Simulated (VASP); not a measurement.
# In (I4/mmm) in VASP: notebook

Runs on In. Level: PBEsol. Tasks: single point.

Program: VASP 6.6.1. These are calculated values, not measurements. Logs are shortened: lines on timing, memory, paths and dates and some standing lists are left out, and cuts for length are marked.

## 1. The cell of the first run

Symmetry: I4/mmm, No. 139, tetragonal system. Conventional cell: a = 3.163 Å, b = 3.163 Å, c = 4.947 Å, α = 90.00°, β = 90.00°, γ = 90.00°. Within 4.2 Å of In (site symmetry 4/mmm) lie 12 In at 3.16 to 3.33 Å.

## 2. Single point, PBEsol (24.74 Å³/atom)

INCAR

```
SYSTEM = In
  PREC = Accurate
  ENCUT = 520
  EDIFF = 1E-7
  ISMEAR = 0
  SIGMA = 0.1
  LREAL = .FALSE.
  LASPH = .TRUE.
  NELM = 60
  ALGO = Fast
  ISIF = 2
  LWAVE = .FALSE.
  LCHARG = .FALSE.
  GGA = PS
  NBANDS = 12
```

KPOINTS

```
Automatic mesh
0
G
  18 18 18
  0 0 0
```

POSCAR

```
In
1.0
   -1.5813057345      1.5813057345      2.4734325635
    1.5813057345     -1.5813057345      2.4734325635
    1.5813057345      1.5813057345     -2.4734325635
In
1
Direct
    0.0000000000      0.0000000000      0.0000000000
```

Potentials or basis: VASP PAW PBE potentials, release 64 (In_d).

Run with:

```bash
cat potpaw_PBE.64/In_d/POTCAR > POTCAR
mpirun -np 1 vasp_std > vasp.out
```

OUTCAR:

```text
SYSTEM = In
   PREC = Accurate
   ENCUT = 520
   EDIFF = 1E-7
   ISMEAR = 0
   LREAL = .FALSE.
   LASPH = .TRUE.
   NELM = 60
   ISIF = 2
   GGA = PS

 ion  position               nearest neighbor table
   1  0.000  0.000  0.000-

  LATTYP: Found a body centered tetragonal cell.
 ALAT       =     3.1626114690
 C/A-ratio  =     1.5641709946

  Lattice vectors:

 A1 = (  -1.5813057345,   1.5813057345,   2.4734325635)
 A2 = (   1.5813057345,  -1.5813057345,   2.4734325635)
 A3 = (   1.5813057345,   1.5813057345,  -2.4734325635)

Analysis of symmetry for initial positions (statically):
=====================================================================
 Subroutine PRICEL returns:
 Original cell was already a primitive cell.

 Routine SETGRP: Setting up the symmetry group for a
 body centered tetragonal supercell.

 Subroutine GETGRP returns: Found 16 space group operations
 (whereof 16 operations were pure point group operations)
 out of a pool of 16 trial point group operations.

The static configuration has the point symmetry D_4h.

Analysis of symmetry for dynamics (positions and initial velocities):
=====================================================================
 Subroutine PRICEL returns:
 Original cell was already a primitive cell.

 Routine SETGRP: Setting up the symmetry group for a
 body centered tetragonal supercell.

 Subroutine GETGRP returns: Found 16 space group operations
 (whereof 16 operations were pure point group operations)
 out of a pool of 16 trial point group operations.

The dynamic configuration has the point symmetry D_4h.

 Subroutine INISYM returns: Found 16 space group operations
 (whereof 16 operations are pure point group operations),
 and found     1 'primitive' translations

----------------------------------------------------------------------------------------

                                     Primitive cell

  volume of cell :      24.7395

  direct lattice vectors                    reciprocal lattice vectors
    -1.581305734  1.581305734  2.473432563     0.000000000  0.316194389  0.202148224
     1.581305734 -1.581305734  2.473432563     0.316194389  0.000000000  0.202148224
     1.581305734  1.581305734 -2.473432563     0.316194389  0.316194389  0.000000000

  length of vectors
     3.334505105  3.334505105  3.334505105     0.375290282  0.375290282  0.447166393

  position of ions in fractional coordinates (direct lattice)
     0.000000000  0.000000000  0.000000000

  ion indices of the primitive-cell ions
   primitive index   ion index
                 1           1

[... 85 lines left out ...]
   EFERMI =   0.00;   METHOD = LEGACY
   ISMEAR =     0;   SIGMA  =   0.10  broadening in eV -4-tet -1-fermi 0-gaus
   EFERMI_NEDOS =   21; number of points for ismear=-14 and -15
   IALGO  =     68    algorithm
   IMIX   =      4    mixing-type and parameters
     AMIX     =   0.40;   BMIX     =  1.00
     AMIX_MAG =   1.60;   BMIX_MAG =  1.00
  volume/ion in A,a.u.               =      24.74       166.95
  Fermi-wavevector in a.u.,A,eV,Ry     =   1.321069  2.496458 23.745189  1.745222
  Thomas-Fermi vector in A             =   2.450849
   LORBIT       =      0    0 simple, 1 ext, 2 COOP (PROOUT), +10 PAW based schemes
   GGA     = PS    functional components
   LHFCALC =     F    Hartree Fock is set to
   AEXX    =    0.0000 exact exchange contribution
   IVDW    =     0    specifies the selected vdW correction
   LEPSILON=     F    determine dielectric tensor
   LRPA    =     F    only Hartree local field effects (RPA)
 non-spin polarized calculation
 RMM-DIIS sequential band-by-band and
 Gauss-broadening in eV      SIGMA  =   0.10
  energy-cutoff  :      520.00
  volume of cell :       24.74
 maximum number of plane-waves:       684
 NGX is ok and might be reduce to    28
   NGX = 13   NGY = 13   NGZ = 13

 number of electron      12.9999999 magnetization

 Free energy of the ion-electron system (eV)
  ---------------------------------------------------
  ext. energy  EPLUGINS =         0.00000000
  ---------------------------------------------------
  free energy    TOTEN  =        -2.98180407 eV

  energy without entropy =       -2.98012882  energy(sigma->0) =       -2.98096644

 E-fermi :   8.0108     XC(G=0): -10.6744

 val. band max:        8.0046058977   @ k =   0.2778   0.2778   0.1111
 cond. band min:       8.0217511319   @ k =  -0.4444  -0.4444   0.1667
 fundamental gap:      0.0171452342
 Fermi energy:         8.0108441940

 k-point     1 :       0.0000    0.0000    0.0000
  band No.  band energies     occupation
      1      -6.7233      2.00000
      2      -6.5496      2.00000
      3      -6.5496      2.00000
      4      -6.4957      2.00000
      5      -6.3288      2.00000
      6      -1.9578      2.00000
      7      19.0326      0.00000
      8      19.0326      0.00000
      9      19.2792      0.00000
     10      19.7603      0.00000
     11      22.5056      0.00000
     12      22.6202      0.00000
[... 331 lines left out ...]
 k-point    24 :      -0.2222    0.0556    0.0000
  band No.  band energies     occupation
      1      -6.6507      2.00000
      2      -6.5942      2.00000
      3      -6.4992      2.00000
      4      -6.4260      2.00000
      5      -6.3587      2.00000
      6      -0.9022      2.00000
      7      12.8804      0.00000
      8      16.6620      0.00000
      9      18.0597      0.00000
     10      20.2930      0.00000
     11      21.5265      0.00000
     12      22.5661      0.00000

 [... further k-points ...]

------------------------ aborting loop because EDIFF is reached ----------------------------------------

  FORCE on cell =-STRESS in cart. coord.  units (eV):
  Direction    XX          YY          ZZ          XY          YZ          ZX
  --------------------------------------------------------------------------------------
  -------------------------------------------------------------------------------------
  Total        0.2297328      0.2297328      0.2171785      0.0000000      0.0000000      0.0000000
  in kB       14.8779069     14.8779069     14.0648660      0.0000000      0.0000000      0.0000000
  external PRESSURE =      14.6068933 kB  Pullay stress =       0.0000000 kB

 VOLUME and BASIS-vectors are now :
 -----------------------------------------------------------------------------
  energy-cutoff  :      520.00
  volume of cell :       24.74
      direct lattice vectors                 reciprocal lattice vectors
    -1.581305734  1.581305734  2.473432563     0.000000000  0.316194389  0.202148224
     1.581305734 -1.581305734  2.473432563     0.316194389  0.000000000  0.202148224
     1.581305734  1.581305734 -2.473432563     0.316194389  0.316194389  0.000000000

 POSITION                                       TOTAL-FORCE (eV/Angst)
 -----------------------------------------------------------------------------------
      0.00000      0.00000      0.00000        -0.000000      0.000000     -0.000000
 -----------------------------------------------------------------------------------
    total drift:                                0.000000     -0.000000     -0.000000

  FREE ENERGIE OF THE ION-ELECTRON SYSTEM (eV)
  ---------------------------------------------------
  free  energy   TOTEN  =        -2.9818040726 eV

  energy  without entropy=       -2.9801288162  energy(sigma->0) =       -2.98096644
```

stdout:

```text
POSCAR found type information on POSCAR In
 POSCAR found :  1 types and       1 ions
 scaLAPACK will be used
 -----------------------------------------------------------------------------
|                                                                             |
|                                                                             |
|     You enforced a specific xc type in the INCAR file but a different       |
[... 20 lines left out ...]
WARNING in EDDRMM: call to ZHEGV failed, returncode =   6  3     10
WARNING in EDDRMM: call to ZHEGV failed, returncode =   6  3     10
WARNING in EDDRMM: call to ZHEGV failed, returncode =   6  3     10
WARNING in EDDRMM: call to ZHEGV failed, returncode =   6  3     10
WARNING in EDDRMM: call to ZHEGV failed, returncode =   6  3     10
WARNING in EDDRMM: call to ZHEGV failed, returncode =   8  4     11
WARNING in EDDRMM: call to ZHEGV failed, returncode =   6  3     11
```

Run time: 5 min. Hardware: 1 thread of Intel Xeon 8259CL, shared host; peak memory 0.27 GiB.

What came out:

| Property | Result |
| --- | --- |
| Free energy | -2.9818 eV |
| Pressure | 1.5 GPa |
| Band gap on the k mesh | zero (an odd number of electrons rules out a gap without spin polarisation) |

Stress tensor (GPa, compression positive):
```
1.49 0.00 0.00
0.00 1.49 0.00
0.00 0.00 1.41
```

Levels at points of the mesh, in eV from the Fermi level:
| k point | band 2 | band 3 | band 4 | band 5 | band 6 | band 7 | band 8 | band 9 | band 10 | band 11 |
| --- | --- | --- | --- | --- | --- | --- | --- | --- | --- | --- |
| (0.00, 0.00, 0.00) | -14.56 | -14.56 | -14.51 | -14.34 | -9.97 | 11.02 | 11.02 | 11.27 | 11.75 | 14.49 |
| (0.50, 0.00, 0.00) | -14.68 | -14.54 | -14.27 | -14.21 | -4.34 | -3.64 | 7.45 | 9.87 | 11.38 | 11.43 |
| (0.50, 0.50, 0.00) | -14.78 | -14.26 | -14.25 | -14.11 | -2.04 | -1.35 | 3.43 | 4.02 | 7.18 | 7.48 |
| (0.50, 0.50, 0.50) | -14.77 | -14.24 | -14.21 | -14.21 | -3.21 | -3.06 | 5.14 | 5.14 | 8.70 | 8.85 |

Caveat: the PAW data sets were made with another functional, which shifts forces and pressure a little; spin-orbit coupling is left out, which moves the levels of the heavy elements.

## 3. Single point, PBEsol

This run uses another cell than the first one, of 25.50 Å³/atom.

INCAR

```
SYSTEM = In
ALGO = Fast
EDIFF = 1E-7
ENCUT = 520
GGA = PS
ISIF = 2
ISMEAR = 0
LASPH = .TRUE.
LCHARG = .TRUE.
LELF = .TRUE.
LREAL = .FALSE.
LVHAR = .TRUE.
LWAVE = .FALSE.
NBANDS = 12
NELM = 100
PREC = Accurate
SIGMA = 0.1
```

KPOINTS

```
k-points
0
G
  18 18 18
  0 0 0
```

POSCAR

```
In
1.0
   -1.5974426219      1.5974426219      2.4986734146
    1.5974426219     -1.5974426219      2.4986734146
    1.5974426219      1.5974426219     -2.4986734146
In
1
Direct
    0.0000000000      0.0000000000      0.0000000000
```

Potentials or basis: VASP PAW PBE potentials, release 64 (In_d).

Run with:

```bash
cat potpaw_PBE.64/In_d/POTCAR > POTCAR
mpirun -np 1 vasp_std > vasp.out
```

OUTCAR:

```text
SYSTEM = In
   EDIFF = 1E-7
   ENCUT = 520
   GGA = PS
   ISIF = 2
   ISMEAR = 0
   LASPH = .TRUE.
   LREAL = .FALSE.
   NELM = 100
   PREC = Accurate

 ion  position               nearest neighbor table
   1  0.000  0.000  0.000-

  LATTYP: Found a body centered tetragonal cell.
 ALAT       =     3.1948852438
 C/A-ratio  =     1.5641709945

  Lattice vectors:

 A1 = (  -1.5974426219,   1.5974426219,   2.4986734146)
 A2 = (   1.5974426219,  -1.5974426219,   2.4986734146)
 A3 = (   1.5974426219,   1.5974426219,  -2.4986734146)

Analysis of symmetry for initial positions (statically):
=====================================================================
 Subroutine PRICEL returns:
 Original cell was already a primitive cell.

 Routine SETGRP: Setting up the symmetry group for a
 body centered tetragonal supercell.

 Subroutine GETGRP returns: Found 16 space group operations
 (whereof 16 operations were pure point group operations)
 out of a pool of 16 trial point group operations.

The static configuration has the point symmetry D_4h.

Analysis of symmetry for dynamics (positions and initial velocities):
[... 162 lines left out ...]
 cond. band min:       7.6719679853   @ k =   0.2778   0.2778   0.1111
 fundamental gap:      0.0452767689
 Fermi energy:         7.6441554460

 k-point     1 :       0.0000    0.0000    0.0000
  band No.  band energies     occupation
      1      -7.0376      2.00000
      2      -6.8769      2.00000
      3      -6.8769      2.00000
      4      -6.8280      2.00000
      5      -6.6730      2.00000
      6      -2.0981      2.00000
      7      18.3950      0.00000
      8      18.3950      0.00000
      9      18.6177      0.00000
     10      19.3384      0.00000
     11      21.8533      0.00000
     12      22.0027      0.00000
[... 331 lines left out ...]
 k-point    24 :      -0.2222    0.0556    0.0000
  band No.  band energies     occupation
      1      -6.9693      2.00000
      2      -6.9174      2.00000
      3      -6.8301      2.00000
      4      -6.7630      2.00000
      5      -6.7004      2.00000
      6      -1.0688      2.00000
      7      12.4016      0.00000
      8      16.0967      0.00000
      9      17.4775      0.00000
     10      19.7057      0.00000
     11      20.9727      0.00000
     12      22.0116      0.00000

 [... further k-points ...]
[... 5 lines left out ...]
  --------------------------------------------------------------------------------------
  -------------------------------------------------------------------------------------
  Total       -0.0030472     -0.0030472     -0.0021312      0.0000000      0.0000000      0.0000000
  in kB       -0.1914201     -0.1914201     -0.1338800      0.0000000      0.0000000      0.0000000
  external PRESSURE =      -0.1722401 kB  Pullay stress =       0.0000000 kB

 VOLUME and BASIS-vectors are now :
 -----------------------------------------------------------------------------
  energy-cutoff  :      520.00
  volume of cell :       25.50
      direct lattice vectors                 reciprocal lattice vectors
    -1.597442622  1.597442622  2.498673415     0.000000000  0.313000288  0.200106183
     1.597442622 -1.597442622  2.498673415     0.313000288  0.000000000  0.200106183
     1.597442622  1.597442622 -2.498673415     0.313000288  0.313000288  0.000000000

 POSITION                                       TOTAL-FORCE (eV/Angst)
 -----------------------------------------------------------------------------------
      0.00000      0.00000      0.00000        -0.000000      0.000000     -0.000000
 -----------------------------------------------------------------------------------
    total drift:                               -0.000000     -0.000000     -0.000000

  FREE ENERGIE OF THE ION-ELECTRON SYSTEM (eV)
  ---------------------------------------------------
  free  energy   TOTEN  =        -2.9854911260 eV

  energy  without entropy=       -2.9836009200  energy(sigma->0) =       -2.98454602
```

Run time: 5.7 min. Hardware: 1 thread of Intel Xeon 8259CL, shared host; peak memory 0.27 GiB.

What came out:

| Property | Result |
| --- | --- |
| Free energy | -2.9855 eV |
| Pressure | 0.0 GPa |
| Band gap on the k mesh | zero (an odd number of electrons rules out a gap without spin polarisation) |

Caveat: the PAW data sets were made with another functional, which shifts forces and pressure a little; spin-orbit coupling is left out, which moves the levels of the heavy elements.

## 4. Single point, PBEsol (26.27 Å³/atom)

This run uses another cell than the first one, of 26.27 Å³/atom.

INCAR

```
SYSTEM = In
PREC = Accurate
ENCUT = 520
EDIFF = 1E-6
ISMEAR = 0
SIGMA = 0.1
LREAL = .FALSE.
LASPH = .TRUE.
NELM = 80
ALGO = Fast
ISIF = 2
LWAVE = .FALSE.
LCHARG = .FALSE.
GGA = PS
NBANDS = 12
```

KPOINTS

```
Automatic mesh
0
G
  18 18 18
  0 0 0
```

POSCAR

```
In
1.0
   -1.6132599141      1.6132599141      2.5234143643
    1.6132599141     -1.6132599141      2.5234143643
    1.6132599141      1.6132599141     -2.5234143643
In
1
Direct
    0.0000000000      0.0000000000      0.0000000000
```

Potentials or basis: VASP PAW PBE potentials, release 64 (In_d).

Run with:

```bash
cat potpaw_PBE.64/In_d/POTCAR > POTCAR
mpirun -np 1 vasp_std > vasp.out
```

OUTCAR:

```text
SYSTEM = In
   PREC = Accurate
   ENCUT = 520
   EDIFF = 1E-6
   ISMEAR = 0
   LREAL = .FALSE.
   LASPH = .TRUE.
   NELM = 80
   ISIF = 2
   GGA = PS

 ion  position               nearest neighbor table
   1  0.000  0.000  0.000-

  LATTYP: Found a body centered tetragonal cell.
 ALAT       =     3.2265198282
 C/A-ratio  =     1.5641709945

  Lattice vectors:

 A1 = (  -1.6132599141,   1.6132599141,   2.5234143643)
 A2 = (   1.6132599141,  -1.6132599141,   2.5234143643)
 A3 = (   1.6132599141,   1.6132599141,  -2.5234143643)
[... 532 lines left out ...]
      4      -7.0825      2.00000
      5      -7.0241      2.00000
      6      -1.2255      2.00000
      7      11.9494      0.00000
      8      15.5617      0.00000
      9      16.9209      0.00000
     10      19.1512      0.00000
     11      20.4505      0.00000
     12      21.4851      0.00000

 [... further k-points ...]
[... 5 lines left out ...]
  --------------------------------------------------------------------------------------
  -------------------------------------------------------------------------------------
  Total       -0.2022567     -0.2022567     -0.1958264      0.0000000      0.0000000      0.0000000
  in kB      -12.3354855    -12.3354855    -11.9433048      0.0000000      0.0000000      0.0000000
  external PRESSURE =     -12.2047586 kB  Pullay stress =       0.0000000 kB

 VOLUME and BASIS-vectors are now :
 -----------------------------------------------------------------------------
  energy-cutoff  :      520.00
  volume of cell :       26.27
      direct lattice vectors                 reciprocal lattice vectors
    -1.613259914  1.613259914  2.523414364     0.000000000  0.309931460  0.198144232
     1.613259914 -1.613259914  2.523414364     0.309931460  0.000000000  0.198144232
     1.613259914  1.613259914 -2.523414364     0.309931460  0.309931460  0.000000000

 POSITION                                       TOTAL-FORCE (eV/Angst)
 -----------------------------------------------------------------------------------
      0.00000      0.00000      0.00000         0.000000     -0.000000      0.000000
 -----------------------------------------------------------------------------------
    total drift:                               -0.000000     -0.000000     -0.000000

  FREE ENERGIE OF THE ION-ELECTRON SYSTEM (eV)
  ---------------------------------------------------
  free  energy   TOTEN  =        -2.9827048260 eV

  energy  without entropy=       -2.9805437167  energy(sigma->0) =       -2.98162427
```

OSZICAR:

```text
N       E                     dE             d eps       ncg     rms          rms(c)
DAV:   1     0.782658229204E+02    0.78266E+02   -0.62967E+03 11668   0.137E+03
DAV:   2     0.765645380005E+00   -0.77500E+02   -0.75575E+02 12120   0.291E+02
DAV:   3    -0.293830151014E+01   -0.37039E+01   -0.36909E+01 13712   0.644E+01
DAV:   4    -0.302173645809E+01   -0.83435E-01   -0.83409E-01 14536   0.960E+00
DAV:   5    -0.302557380705E+01   -0.38373E-02   -0.38372E-02 16040   0.183E+00    0.226E+00
RMM:   6    -0.298966552966E+01    0.35908E-01   -0.46743E-02 14136   0.342E+00    0.116E+00
RMM:   7    -0.298308536583E+01    0.65802E-02   -0.15954E-02 13666   0.163E+00    0.287E-01
RMM:   8    -0.298264109328E+01    0.44427E-03   -0.20029E-03 16705   0.658E-01    0.749E-02
RMM:   9    -0.298269646783E+01   -0.55375E-04   -0.59882E-04 17837   0.244E-01    0.452E-02
RMM:  10    -0.298269887652E+01   -0.24087E-05   -0.14768E-04 15640   0.214E-01    0.703E-03
RMM:  11    -0.298270345170E+01   -0.45752E-05   -0.69279E-05 18156   0.924E-02    0.141E-02
RMM:  12    -0.298270388924E+01   -0.43753E-06   -0.19917E-05 16230   0.610E-02    0.450E-03
RMM:  13    -0.298270482601E+01   -0.93677E-06   -0.55612E-06 10337   0.228E-02
   1 F= -.29827048E+01 E0= -.29816243E+01  d E =-.216111E-02
```

Wall time 4.5 min (1 thread of Intel Xeon 8259CL, shared host); peak memory 0.27 GiB.

Results:

```yaml
Free_energy: -2.9827 eV
Pressure: -1.2 GPa
Band_gap_on_the_k_mesh: zero (an odd number of electrons rules out a gap without spin polarisation)
```

Caveat: the PAW data sets were made with another functional, which shifts forces and pressure a little; spin-orbit coupling is left out, which moves the levels of the heavy elements.

## 5. Summary

| cell | further INCAR settings | gap on the mesh (eV) | pressure (GPa) |
| --- | --- | --- | --- |
| a = 3.335 Å, angles 123.4, 123.4, 84.2°, 1 atom | ALGO = Fast; EDIFF = 1e-07; NBANDS = 12 | none | 1.5 |
| a = 3.369 Å, angles 123.4, 123.4, 84.2°, 1 atom | ALGO = Fast; EDIFF = 1e-07; NBANDS = 12 | none | 0.0 |
| a = 3.402 Å, angles 123.4, 123.4, 84.2°, 1 atom | ALGO = Fast; EDIFF = 1e-06; NBANDS = 12 | none | -1.2 |

Alike in all rows: task single point; level PBEsol; potentials or basis VASP PAW PBE potentials, release 64 (In_d); no spin polarisation; k mesh 18 × 18 × 18; cutoff (eV) 520; smearing gaussian 0.1 eV.

Caveats: the PAW data sets were made with another functional, which shifts forces and pressure a little; spin-orbit coupling is left out, which moves the levels of the heavy elements.

Total energies depend on the potentials used, so only differences within one code and one set of settings carry meaning.
